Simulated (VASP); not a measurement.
# TlCl (CsCl type) (Pm-3m) in VASP: a series of runs

Runs on TlCl (CsCl type). Level: PBE. Tasks: single point.

Everything below comes from runs of VASP 6.6.1. Logs are shortened: lines on timing, memory, paths and dates and some standing lists are left out, and cuts for length are marked.

## Step 1: The cell of the first run

The structure is cubic, space group Pm-3m (No. 221). The conventional cell has a = 3.900 Å, b = 3.900 Å, c = 3.900 Å, α = 90.00°, β = 90.00°, γ = 90.00°. Within 4.4 Å of Tl (site symmetry m-3m) lie 8 Cl at 3.38 Å and 6 Tl at 3.90 Å. Cl (site symmetry m-3m) has 8 Tl at 3.38 Å and 6 Cl at 3.90 Å within 4.4 Å.

## Step 2: Single point, PBE

File INCAR:

```
PREC     = Accurate       # precision mode
ENCUT    = 500            # plane-wave cutoff, eV
EDIFF    = 1E-6           # SCF threshold, eV
ISMEAR   = -1             # smearing method
SIGMA    = 0.02           # smearing width, eV
LREAL    = False          # projectors in reciprocal space
LASPH    = True           # aspherical terms in the spheres
NELM     = 120            # most SCF steps
ALGO     = Normal         # electronic algorithm
ISIF     = 2              # what is computed and relaxed
LWAVE    = False          # write WAVECAR
LCHARG   = False          # write CHGCAR
GGA      = PE             # functional
NBANDS   = 17             # bands
GGA_COMPAT= False
```

File KPOINTS:

```
regular mesh
0
Gamma
  6 6 6
```

File POSCAR:

```
TlCl
1.0
    3.9000000000      0.0000000000      0.0000000000
    0.0000000000      3.9000000000      0.0000000000
    0.0000000000      0.0000000000      3.9000000000
Tl Cl
1 1
Direct
    0.0000000000      0.0000000000      0.0000000000
    0.5000000000      0.5000000000      0.5000000000
```

Potentials or basis: VASP PAW PBE potentials, release 64 (Tl_d, Cl).

Launch:

```sh
$ cat potpaw_PBE.64/Tl_d/POTCAR potpaw_PBE.64/Cl/POTCAR > POTCAR
$ mpirun -np 1 vasp_std > vasp.out
```

OUTCAR:

```text
PREC = Accurate
   ENCUT = 500
   EDIFF = 1E-6
   ISMEAR = -1
   LREAL = False
   LASPH = True
   NELM = 120
   ISIF = 2
   GGA = PE

 ion  position               nearest neighbor table
   1  0.000  0.000  0.000-   2 3.38   2 3.38   2 3.38   2 3.38   2 3.38   2 3.38   2 3.38   2 3.38

   2  0.500  0.500  0.500-   1 3.38   1 3.38   1 3.38   1 3.38   1 3.38   1 3.38   1 3.38   1 3.38

  LATTYP: Found a simple cubic cell.
 ALAT       =     3.9000000000

  Lattice vectors:

 A1 = (   3.9000000000,   0.0000000000,   0.0000000000)
 A2 = (   0.0000000000,   3.9000000000,   0.0000000000)
 A3 = (   0.0000000000,   0.0000000000,   3.9000000000)

Analysis of symmetry for initial positions (statically):
=====================================================================
 Subroutine PRICEL returns:
 Original cell was already a primitive cell.

 Routine SETGRP: Setting up the symmetry group for a
 simple cubic supercell.

 Subroutine GETGRP returns: Found 48 space group operations
 (whereof 48 operations were pure point group operations)
 out of a pool of 48 trial point group operations.

The static configuration has the point symmetry O_h .

Analysis of symmetry for dynamics (positions and initial velocities):
=====================================================================
 Subroutine PRICEL returns:
 Original cell was already a primitive cell.

 Routine SETGRP: Setting up the symmetry group for a
 simple cubic supercell.

 Subroutine GETGRP returns: Found 48 space group operations
 (whereof 48 operations were pure point group operations)
 out of a pool of 48 trial point group operations.

The dynamic configuration has the point symmetry O_h .

 Subroutine INISYM returns: Found 48 space group operations
 (whereof 48 operations are pure point group operations),
 and found     1 'primitive' translations

----------------------------------------------------------------------------------------

                                     Primitive cell

  volume of cell :      59.3190

  direct lattice vectors                    reciprocal lattice vectors
     3.900000000  0.000000000  0.000000000     0.256410256  0.000000000  0.000000000
     0.000000000  3.900000000  0.000000000     0.000000000  0.256410256  0.000000000
     0.000000000  0.000000000  3.900000000     0.000000000  0.000000000  0.256410256

  length of vectors
     3.900000000  3.900000000  3.900000000     0.256410256  0.256410256  0.256410256

  position of ions in fractional coordinates (direct lattice)
     0.000000000  0.000000000  0.000000000
     0.500000000  0.500000000  0.500000000

  ion indices of the primitive-cell ions
   primitive index   ion index
                 1           1
                 2           2

----------------------------------------------------------------------------------------

 KPOINTS: regular mesh

Automatic generation of k-mesh.
 Grid dimensions read from file:
 generate k-points for:    6    6    6

 Generating k-lattice:

  Cartesian coordinates                     Fractional coordinates (reciprocal lattice)
     0.042735043  0.000000000  0.000000000     0.166666667  0.000000000  0.000000000
     0.000000000  0.042735043  0.000000000     0.000000000  0.166666667  0.000000000
     0.000000000  0.000000000  0.042735043     0.000000000  0.000000000  0.166666667

  Length of vectors
     0.042735043  0.042735043  0.042735043

  Shift w.r.t. Gamma in fractional coordinates (k-lattice)
     0.000000000  0.000000000  0.000000000

 Subroutine IBZKPT returns following result:
 ===========================================

 Found     20 irreducible k-points:

 Following reciprocal coordinates:
            Coordinates               Weight
  0.000000  0.000000  0.000000      1.000000
  0.166667  0.000000  0.000000      6.000000
  0.333333  0.000000  0.000000      6.000000
  0.500000  0.000000  0.000000      3.000000
  0.166667  0.166667  0.000000     12.000000
  0.333333  0.166667  0.000000     24.000000
[... 12 lines left out ...]
  0.500000  0.500000  0.333333      6.000000
  0.500000  0.500000  0.500000      1.000000
   k-points           NKPTS =     20   k-points in BZ     NKDIM =     20   number of bands    NBANDS=     17
   number of dos      NEDOS =    301   number of ions     NIONS =      2
   total plane-waves  NPLWV =  21952
   dimension x,y,z NGX =    28 NGY =   28 NGZ =   28
   dimension x,y,z NGXF=    56 NGYF=   56 NGZF=   56
   ions per type =               1   1
   NGX,Y,Z   is equivalent  to a cutoff of  11.94, 11.94, 11.94 a.u.
   NGXF,Y,Z  is equivalent  to a cutoff of  23.87, 23.87, 23.87 a.u.
 SYSTEM =  unknown system
   PREC   = accura    normal or accurate (medium, high low for compatibility)
   ISTART =      0    job   : 0-new  1-cont  2-samecut
   ICHARG =      2    charge: 1-file 2-atom 10-const
   ISPIN  =      1    spin polarized calculation?
   LNONCOLLINEAR =      F non collinear calculations
   LSORBIT =      F    spin-orbit coupling
   LASPH  =      T    aspherical Exc in radial PAW
   ENCUT  =  500.0 eV  36.75 Ry    6.06 a.u.   7.11  7.11  7.11*2*pi/ulx,y,z
   NELM   =    120;   NELMIN=  2; NELMDL= -5     # of ELM steps
   EDIFF  = 0.1E-05   stopping-criterion for ELM
   LREAL  =      F    real-space projection
   EDIFFG = 0.1E-04   stopping-criterion for IOM
   NSW    =      0    number of steps for IOM
   IBRION =     -1    ionic relax: 0-MD 1-quasi-New 2-CG
   NFREE  =      0    steps in history (QN), initial steepest desc. (CG)
   ISIF   =      2    stress and relaxation
   ISYM   =      2    0-nonsym 1-usesym 2-fastsym
   POTIM  = 0.5000    time-step for ionic-motion
   TEBEG  =    0.0;   TEEND  =   0.0 temperature during run
   PSTRESS=    0.0 pullay stress
   NELECT =      20.0000    total number of electrons
   NUPDOWN=      -1.0000    fix difference up-down
   EMIN   =  10.00;   EMAX   =-10.00  energy-range for DOS
   EFERMI =   0.00;   METHOD = LEGACY
   ISMEAR =    -1;   SIGMA  =   0.02  broadening in eV -4-tet -1-fermi 0-gaus
   EFERMI_NEDOS =   21; number of points for ismear=-14 and -15
   IALGO  =     38    algorithm
   IMIX   =      4    mixing-type and parameters
     AMIX     =   0.40;   BMIX     =  1.00
     AMIX_MAG =   1.60;   BMIX_MAG =  1.00
  volume/ion in A,a.u.               =      29.66       200.15
  Fermi-wavevector in a.u.,A,eV,Ry     =   1.139428  2.153207 17.664392  1.298296
  Thomas-Fermi vector in A             =   2.276131
   LORBIT       =      0    0 simple, 1 ext, 2 COOP (PROOUT), +10 PAW based schemes
   GGA     = PE    functional components
   LHFCALC =     F    Hartree Fock is set to
   AEXX    =    0.0000 exact exchange contribution
   IVDW    =     0    specifies the selected vdW correction
   LEPSILON=     F    determine dielectric tensor
   LRPA    =     F    only Hartree local field effects (RPA)
 non-spin polarized calculation
  energy-cutoff  :      500.00
  volume of cell :       59.32
 maximum number of plane-waves:      1532
   NGX = 15   NGY = 15   NGZ = 15

 number of electron      20.0000001 magnetization

 Free energy of the ion-electron system (eV)
  ---------------------------------------------------
  ext. energy  EPLUGINS =         0.00000000
  ---------------------------------------------------
  free energy    TOTEN  =        -6.01543959 eV

  energy without entropy =       -6.01543959  energy(sigma->0) =       -6.01543959

 E-fermi :   2.5491     XC(G=0):  -8.8907

 val. band max:        2.1581308792   @ k =   0.5000   0.0000   0.0000
 cond. band min:       4.3627592322   @ k =   0.5000   0.0000   0.0000
 fundamental gap:      2.2046283529
 Fermi energy:         2.5491159000

 k-point     1 :       0.0000    0.0000    0.0000
  band No.  band energies     occupation
      1     -11.3152      2.00000
      2      -7.6813      2.00000
      3      -7.6813      2.00000
      4      -7.4696      2.00000
      5      -7.4696      2.00000
      6      -7.4696      2.00000
[... 9 lines left out ...]
     16      14.1655      0.00000
     17      16.3313      0.00000

 k-point     2 :       0.1667    0.0000    0.0000
  band No.  band energies     occupation
      1     -11.2644      2.00000
      2      -7.6784      2.00000
      3      -7.6430      2.00000
      4      -7.4865      2.00000
      5      -7.4865      2.00000
      6      -7.4680      2.00000
[... 9 lines left out ...]
     16      15.4713      0.00000
     17      16.1081      0.00000

 k-point     3 :       0.3333    0.0000    0.0000
  band No.  band energies     occupation
      1     -11.1584      2.00000
      2      -7.6726      2.00000
      3      -7.5689      2.00000
      4      -7.5199      2.00000
      5      -7.5199      2.00000
      6      -7.4649      2.00000
[... 9 lines left out ...]
     16      14.4293      0.00000
     17      16.3421      0.00000

 k-point     4 :       0.5000    0.0000    0.0000
  band No.  band energies     occupation
      1     -11.1030      2.00000
      2      -7.6697      2.00000
      3      -7.5364      2.00000
      4      -7.5364      2.00000
      5      -7.5335      2.00000
      6      -7.4634      2.00000
[... 9 lines left out ...]
     16      15.6843      0.00000
     17      16.3385      0.00000
[... 263 lines left out ...]
      1     -10.9257      2.00000
      2      -7.5974      2.00000
      3      -7.5726      2.00000
      4      -7.5436      2.00000
      5      -7.4806      2.00000
      6      -7.4377      2.00000
[... 9 lines left out ...]
     16      14.1987      0.00000
     17      18.6740      0.00000

 k-point    19 :       0.5000    0.5000    0.3333
  band No.  band energies     occupation
      1     -10.8882      2.00000
      2      -7.5941      2.00000
      3      -7.5941      2.00000
      4      -7.5853      2.00000
      5      -7.4585      2.00000
      6      -7.4130      2.00000
[... 9 lines left out ...]
     16      14.4554      0.00000
     17      18.9653      0.00000

 k-point    20 :       0.5000    0.5000    0.5000
  band No.  band energies     occupation
      1     -10.8453      2.00000
      2      -7.6184      2.00000
      3      -7.6184      2.00000
      4      -7.6184      2.00000
      5      -7.4121      2.00000
      6      -7.4121      2.00000
[... 9 lines left out ...]
     16      14.7387      0.00000
     17      19.0814      0.00000

------------------------ aborting loop because EDIFF is reached ----------------------------------------

  FORCE on cell =-STRESS in cart. coord.  units (eV):
  Direction    XX          YY          ZZ          XY          YZ          ZX
  --------------------------------------------------------------------------------------
  -------------------------------------------------------------------------------------
  Total       -0.0219884     -0.0219884     -0.0219884      0.0000000      0.0000000     -0.0000000
  in kB       -0.5938958     -0.5938958     -0.5938958      0.0000000      0.0000000     -0.0000000
  external PRESSURE =      -0.5938958 kB  Pullay stress =       0.0000000 kB

 VOLUME and BASIS-vectors are now :
 -----------------------------------------------------------------------------
  energy-cutoff  :      500.00
  volume of cell :       59.32
      direct lattice vectors                 reciprocal lattice vectors
     3.900000000  0.000000000  0.000000000     0.256410256  0.000000000  0.000000000
     0.000000000  3.900000000  0.000000000     0.000000000  0.256410256  0.000000000
     0.000000000  0.000000000  3.900000000     0.000000000  0.000000000  0.256410256

 POSITION                                       TOTAL-FORCE (eV/Angst)
 -----------------------------------------------------------------------------------
      0.00000      0.00000      0.00000         0.000000      0.000000      0.000000
      1.95000      1.95000      1.95000         0.000000      0.000000      0.000000
 -----------------------------------------------------------------------------------
    total drift:                               -0.000000      0.000000      0.000000

  FREE ENERGIE OF THE ION-ELECTRON SYSTEM (eV)
  ---------------------------------------------------
  free  energy   TOTEN  =        -6.0154395939 eV

  energy  without entropy=       -6.0154395938  energy(sigma->0) =       -6.01543959
```

Run time: 25 s. Hardware: 1 thread of Oxide Virtual Turin-like, shared host; peak memory 0.13 GiB.

What came out:

```
Free energy            : -6.0154 eV
Pressure               : -0.1 GPa
Band gap on the k mesh : 2.20 eV
```

Caveat: spin-orbit coupling is left out, which moves the levels of the heavy elements. A k mesh can miss the band edges.

## Step 3: Single point, PBE

File INCAR:

```
SYSTEM = TlCl
  PREC = Accurate
  ENCUT = 500
  EDIFF = 1E-6
  ISMEAR = -1
  SIGMA = 0.02
  LREAL = .FALSE.
  LASPH = .TRUE.
  NELM = 120
  ALGO = Normal
  ISIF = 2
  LWAVE = .FALSE.
  LCHARG = .TRUE.
  GGA = PE
  LELF = .TRUE.
  LVHAR = .TRUE.
  NBANDS = 17
  GGA_COMPAT = .FALSE.
```

File KPOINTS:

```
regular mesh
0
G
  6 6 6
  0 0 0
```

POSCAR is that of step 2.

Potentials or basis: VASP PAW PBE potentials, release 64 (Tl_d, Cl).

Launch:

```sh
$ cat potpaw_PBE.64/Tl_d/POTCAR potpaw_PBE.64/Cl/POTCAR > POTCAR
$ mpirun -np 1 vasp_std > vasp.out
```

Wall time 16 s (1 thread of Oxide Virtual Turin-like, shared host); peak memory 0.13 GiB.

It converged, with:

```
Free energy            : -6.0154 eV
Pressure               : -0.1 GPa
Band gap on the k mesh : 2.20 eV
```

Levels at points of the mesh, in eV from the valence-band top:
| k point | band 7 | band 8 | band 9 | band 10 | band 11 | band 12 | band 13 | band 14 |
| --- | --- | --- | --- | --- | --- | --- | --- | --- |
| (0.00, 0.00, 0.00) | -4.44 | -1.29 | -1.29 | -1.29 | 7.63 | 7.63 | 7.63 | 7.96 |
| (0.50, 0.00, 0.00) | -5.15 | -0.91 | -0.91 | 0.00 | 2.20 | 6.56 | 6.56 | 8.98 |
| (0.50, 0.50, 0.00) | -3.29 | -2.64 | -2.64 | -0.86 | 4.84 | 4.84 | 8.25 | 8.45 |
| (0.50, 0.50, 0.50) | -2.22 | -1.77 | -1.77 | -1.77 | 2.73 | 2.73 | 2.73 | 12.58 |

Caveat: spin-orbit coupling is left out, which moves the levels of the heavy elements.

## Step 4: Single point, PBE

File INCAR:

```
SYSTEM = TlCl
PREC = Accurate
ENCUT = 500
EDIFF = 1E-6
ISMEAR = -1
SIGMA = 0.1
LREAL = .False.
LASPH = .True.
NELM = 120
ALGO = Normal
ISIF = 2
LWAVE = .False.
LCHARG = .False.
GGA = PE
NBANDS = 17
GGA_COMPAT = .False.
```

File KPOINTS:

```
regular mesh
0
Gamma
  8 8 8
  0 0 0
```

POSCAR is that of step 3.

Launch:

```sh
$ cat potpaw_PBE.64/Tl_d/POTCAR potpaw_PBE.64/Cl/POTCAR > POTCAR
$ mpirun -np 1 vasp_std > vasp.out
```

Wall time 26 s (1 thread of Oxide Virtual Turin-like, shared host); peak memory 0.14 GiB.

The run converged. Its results:

```yaml
Free_energy: -6.0157 eV
Pressure: -0.1 GPa
Band_gap_on_the_k_mesh: 2.20 eV
```

Levels at points of the mesh, in eV from the valence-band top:
```tsv
k point	band 8	band 9	band 10	band 11	band 12	band 13
(0.00, 0.00, 0.00)	-1.30	-1.30	-1.30	7.63	7.63	7.63
(0.50, 0.00, 0.00)	-0.91	-0.91	0.00	2.20	6.56	6.56
(0.50, 0.50, 0.00)	-2.64	-2.64	-0.86	4.84	4.84	8.25
(0.50, 0.50, 0.50)	-1.77	-1.77	-1.77	2.73	2.73	2.73
```

Caveat: spin-orbit coupling is left out, which moves the levels of the heavy elements.
